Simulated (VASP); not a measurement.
# ZnAu (Pm-3m) in VASP: settings compared, part 2 of 2

VASP 6.6.1. The steps go on from the part before.

### Step 5. Electric field gradients, r2SCAN

This run uses another cell than the first one, of 15.58 Å³/atom, 0.943 times its volume.

POSCAR

```
ZnAu
1.0
    3.1470000000      0.0000000000      0.0000000000
    0.0000000000      3.1470000000      0.0000000000
    0.0000000000      0.0000000000      3.1470000000
Zn Au
1 1
Direct
    0.5000000000      0.5000000000      0.5000000000
    0.0000000000      0.0000000000      0.0000000000
```

INCAR.step1

```
PREC = Accurate
ENCUT = 440
ISMEAR = -1
SIGMA = 0.05
LREAL = F
LASPH = T
NELM = 120
NBANDS = 18
GGA = PE
ALGO = Normal
EDIFF = 1E-5
LWAVE = T
LCHARG = F
GGA_COMPAT = F
```

INCAR.step2

```
PREC = Accurate
ENCUT = 440
EDIFF = 1E-8
ISMEAR = -1
SIGMA = 0.05
LREAL = F
LASPH = T
NELM = 120
ALGO = Normal
ISIF = 2
LWAVE = F
LCHARG = F
METAGGA = R2SCAN
LMIXTAU = T
LEFG = T
NBANDS = 18
ISTART = 1
GGA_COMPAT = F
```

KPOINTS

```
regular mesh
0
Gamma
  13 13 13
```

Potentials or basis: VASP PAW PBE potentials, release 64 (Zn, Au).

Launch:

```
> cat potpaw_PBE.64/Zn/POTCAR potpaw_PBE.64/Au/POTCAR > POTCAR
> cp INCAR.step1 INCAR
> mpirun -np 1 vasp_std > vasp.out
> cp INCAR.step2 INCAR
> mpirun -np 1 vasp_std > vasp.out
```

OUTCAR:

```text
PREC = Accurate
   ENCUT = 440
   EDIFF = 1E-8
   ISMEAR = -1
   LREAL = F
   LASPH = T
   NELM = 120
   ISIF = 2
   METAGGA = R2SCAN
   ISTART = 1

 ion  position               nearest neighbor table
   1  0.500  0.500  0.500-   2 2.73   2 2.73   2 2.73   2 2.73   2 2.73   2 2.73   2 2.73   2 2.73

   2  0.000  0.000  0.000-   1 2.73   1 2.73   1 2.73   1 2.73   1 2.73   1 2.73   1 2.73   1 2.73

  LATTYP: Found a simple cubic cell.
 ALAT       =     3.1470000000

  Lattice vectors:

 A1 = (   3.1470000000,   0.0000000000,   0.0000000000)
 A2 = (   0.0000000000,   3.1470000000,   0.0000000000)
 A3 = (   0.0000000000,   0.0000000000,   3.1470000000)

Analysis of symmetry for initial positions (statically):
=====================================================================
 Subroutine PRICEL returns:
 Original cell was already a primitive cell.

 Routine SETGRP: Setting up the symmetry group for a
 simple cubic supercell.

 Subroutine GETGRP returns: Found 48 space group operations
 (whereof 48 operations were pure point group operations)
 out of a pool of 48 trial point group operations.

The static configuration has the point symmetry O_h .

Analysis of symmetry for dynamics (positions and initial velocities):
=====================================================================
 Subroutine PRICEL returns:
 Original cell was already a primitive cell.

 Routine SETGRP: Setting up the symmetry group for a
 simple cubic supercell.

 Subroutine GETGRP returns: Found 48 space group operations
 (whereof 48 operations were pure point group operations)
 out of a pool of 48 trial point group operations.

The dynamic configuration has the point symmetry O_h .

[... 157 lines left out ...]
      3      -1.5228      2.00000
      4      -0.8126      2.00000
      5      -0.8126      2.00000
      6      -0.8126      2.00000
[... 481 lines left out ...]
      5      -0.7069      2.00000
      6       0.1117      2.00000
[... 10 lines left out ...]
     17      21.5503      0.00000
     18      21.7252      0.00000

 [... further k-points ...]

------------------------ aborting loop because EDIFF is reached ----------------------------------------

  FORCE on cell =-STRESS in cart. coord.  units (eV):
  Direction    XX          YY          ZZ          XY          YZ          ZX
  --------------------------------------------------------------------------------------
  -------------------------------------------------------------------------------------
  Total        0.0803506      0.0803506      0.0803506     -0.0000000      0.0000000     -0.0000000
  in kB        4.1305638      4.1305638      4.1305638     -0.0000000      0.0000000     -0.0000000
  external PRESSURE =       4.1305638 kB  Pullay stress =       0.0000000 kB

 VOLUME and BASIS-vectors are now :
 -----------------------------------------------------------------------------
  energy-cutoff  :      440.00
  volume of cell :       31.17
      direct lattice vectors                 reciprocal lattice vectors
     3.147000000  0.000000000  0.000000000     0.317762949  0.000000000  0.000000000
     0.000000000  3.147000000  0.000000000     0.000000000  0.317762949  0.000000000
     0.000000000  0.000000000  3.147000000     0.000000000  0.000000000  0.317762949

 POSITION                                       TOTAL-FORCE (eV/Angst)
 -----------------------------------------------------------------------------------
      1.57350      1.57350      1.57350         0.000000      0.000000      0.000000
      0.00000      0.00000      0.00000         0.000000      0.000000      0.000000
 -----------------------------------------------------------------------------------
    total drift:                                0.000000      0.000000     -0.000000

  FREE ENERGIE OF THE ION-ELECTRON SYSTEM (eV)
  ---------------------------------------------------
  free  energy   TOTEN  =       -59.9347442559 eV

  energy  without entropy=      -59.9284795366  energy(sigma->0) =      -59.93161190

 Electric field gradients (V/A^2)
---------------------------------------------------------------------
 ion       V_xx      V_yy      V_zz      V_xy      V_xz      V_yz
---------------------------------------------------------------------
   1       0.000     0.000    -0.000    -0.000     0.000    -0.000
   2      -0.000    -0.000    -0.000    -0.000     0.000     0.000
---------------------------------------------------------------------

 Electric field gradients after diagonalization (V/A^2)
 (convention: |V_zz| > |V_xx| > |V_yy|)
----------------------------------------------------------------------
 ion       V_xx      V_yy      V_zz     asymmetry (V_yy - V_xx)/ V_zz
----------------------------------------------------------------------
   1       0.000     0.000    -0.000       0.006
   2      -0.000    -0.000    -0.000      -0.368
----------------------------------------------------------------------

           NMR quadrupolar parameters

 Cq : quadrupolar parameter    Cq=e*Q*V_zz/h
 eta: asymmetry parameters     (V_yy - V_xx)/ V_zz
 Q  : nuclear electric quadrupole moment in mb (millibarn)
----------------------------------------------------------------------
 ion       Cq(MHz)       eta       Q (mb)
----------------------------------------------------------------------
   1      -0.000       0.006       1.000
   2      -0.000      -0.368       1.000
----------------------------------------------------------------------
```

OSZICAR.step1:

```text
N       E                     dE             d eps       ncg     rms          rms(c)
DAV:   1     0.117960010874E+03    0.11796E+03   -0.10428E+04  3176   0.147E+03
DAV:   2    -0.551625406090E+00   -0.11851E+03   -0.11290E+03  3076   0.286E+02
DAV:   3    -0.514889127399E+01   -0.45973E+01   -0.45660E+01  3366   0.629E+01
DAV:   4    -0.518702437510E+01   -0.38133E-01   -0.38122E-01  3312   0.507E+00
DAV:   5    -0.518745459868E+01   -0.43022E-03   -0.43022E-03  3246   0.577E-01    0.853E+00
DAV:   6    -0.476479288949E+01    0.42266E+00   -0.11956E+00  3274   0.120E+01    0.541E+00
DAV:   7    -0.473897201474E+01    0.25821E-01   -0.31004E-02  3984   0.358E+00    0.286E+00
DAV:   8    -0.473097909477E+01    0.79929E-02   -0.94088E-03  3134   0.986E-01    0.152E-01
DAV:   9    -0.473097702442E+01    0.20703E-05   -0.26981E-04  3524   0.291E-01    0.735E-02
DAV:  10    -0.473098773728E+01   -0.10713E-04   -0.41026E-05  3154   0.638E-02    0.185E-02
DAV:  11    -0.473098879073E+01   -0.10535E-05   -0.20075E-06  1608   0.185E-02
   1 F= -.47309888E+01 E0= -.47278476E+01  d E =-.628232E-02
```

Run time: 85 s. Hardware: 1 thread of Intel Xeon Platinum 8259CL at 2.50GHz (Skylake/Cascade Lake), shared host; peak memory 0.17 GiB.

Results:

* Free energy: -59.9347 eV
* Pressure: 0.4 GPa

Levels at points of the mesh, in eV from the Fermi level:
```
           k point  band 9  band 10  band 11  band 12  band 13  band 14
(0.00, 0.00, 0.00)   -4.06    -4.06    -4.06     5.22     5.22     5.22
```

Caveat: without QUAD_EFG the Cq values of the log hold for a quadrupole moment of 1 mb, not for the nuclei; the PAW data sets were made with another functional, which shifts forces and pressure a little; spin-orbit coupling is left out, which moves the levels of the heavy elements.

### Step 6. Summary

```csv
task,level,potentials or basis,cell,cutoff (eV),k mesh for the DOS,occupations for the DOS,gap on the mesh (eV),pressure (GPa)
electric field gradients,PBE,"VASP PAW PBE potentials, release 64 (Zn, Au)","a = 3.209 Å, 2 atoms",520,-,-,none,-2.2
density of states,PBE,"VASP PAW PBE potentials, release 64 (Zn, Au)","a = 3.147 Å, 2 atoms",520,20 × 20 × 20,tetrahedron,-,-
electric field gradients,LDA,"VASP PAW LDA potentials, release 64 (Zn, Au)","a = 3.147 Å, 2 atoms",400,-,-,none,-6.5
electric field gradients,r2SCAN,"VASP PAW PBE potentials, release 64 (Zn, Au)","a = 3.147 Å, 2 atoms",440,-,-,none,0.4
```

Alike in all rows: no spin polarisation; k mesh 13 × 13 × 13; smearing fermi-dirac 0.05 eV.

Caveats: spin-orbit coupling is left out, which moves the levels of the heavy elements; the PAW data sets were made with another functional, which shifts forces and pressure a little (some runs).

Total energies depend on the potentials used, so only differences within one code and one set of settings carry meaning.
